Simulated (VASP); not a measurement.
Write the native input for VASP 6.6.1 that does the following.

```yaml
Task: single point
Functional: PBEsol
Potentials_or_basis: VASP PAW PBE potentials, release 64 (La)
Cutoff: 520 eV
k_mesh: 5 × 5 × 5
Occupations: gaussian, width 0.15 eV
Spin: no spin polarisation
Dipole_correction: no
Further_INCAR_settings: ALGO = Normal; EDIFF = 1e-07; NBANDS = 24
```

The structure of La lies in POSCAR:

```
La
1.0
    4.9636600000      0.0000000000      0.0000000000
    0.0000000000      4.9636600000      0.0000000000
    0.0000000000      0.0000000000      4.9636600000
La
3
Direct
    0.0000000000      0.5000000000      0.5000000000
    0.5000000000      0.0000000000      0.5000000000
    0.5000000000      0.5000000000      0.0000000000
```

The input as run:

INCAR

```
PREC = Accurate
ENCUT = 520
EDIFF = 1E-7
ISMEAR = 0
SIGMA = 0.15
LREAL = F
LASPH = T
NELM = 60
ALGO = Normal
ISIF = 2
LWAVE = F
LCHARG = F
GGA = PS
NBANDS = 24
```

KPOINTS

```
Automatic mesh
0
Gamma
  5 5 5
```

Potentials or basis: VASP PAW PBE potentials, release 64 (La).

Command:

```bash
$ cat potpaw_PBE.64/La/POTCAR > POTCAR
$ mpirun -np 1 vasp_std > vasp.out
```

It gave:

| Item | Value |
| --- | --- |
| Pressure | -0.9 GPa |

Caveat: the PAW data sets were made with another functional, which shifts forces and pressure a little.

It took 2.4 min on 1 thread of AMD EPYC 7R13, on a shared host, peak memory 0.21 GiB.
